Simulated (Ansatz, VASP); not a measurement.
## Two plane-wave programs on NiO2

```
Ni O
1.0
     2.76309    0.00000    0.00000
    -1.38154    2.39290    0.00000
     0.00000    0.00000    4.20625
Ni O
1 2
Direct
  0.00000 0.00000 0.50000
  0.66667 0.33333 0.71859
  0.33333 0.66667 0.28141
```

Alike in both runs: functional LDA; k mesh 12 × 12 × 6; occupations gaussian, width 0.02 eV; no spin polarisation.

Ansatz relaxed the structure, and its values are those at the end. VASP's run is a single point on that final structure, the one shown.

```csv
,VASP,Ansatz
version,VASP 6.6.1,Ansatz 0.2.0
potentials or method,"VASP PAW LDA potentials, release 64 (Ni_sv_GW, O), cutoff 600 eV","scalar-relativistic, plane waves, PAW"
valence electrons in the cell,30,30
```

```tsv
	VASP	Ansatz	Ansatz less VASP
gap on the k mesh at the Fermi level (eV)	0.76	0.77	+0.013
least direct gap on the mesh (eV)	1.01	1.02	+0.009
pressure (GPa)	0.0	0.0	+0.03
rms of the force components (eV/Å)	0.051	0.000	-0.0511
```

LDA's correlation is that of Perdew and Zunger in VASP and of Perdew and Wang (1992) in Ansatz.
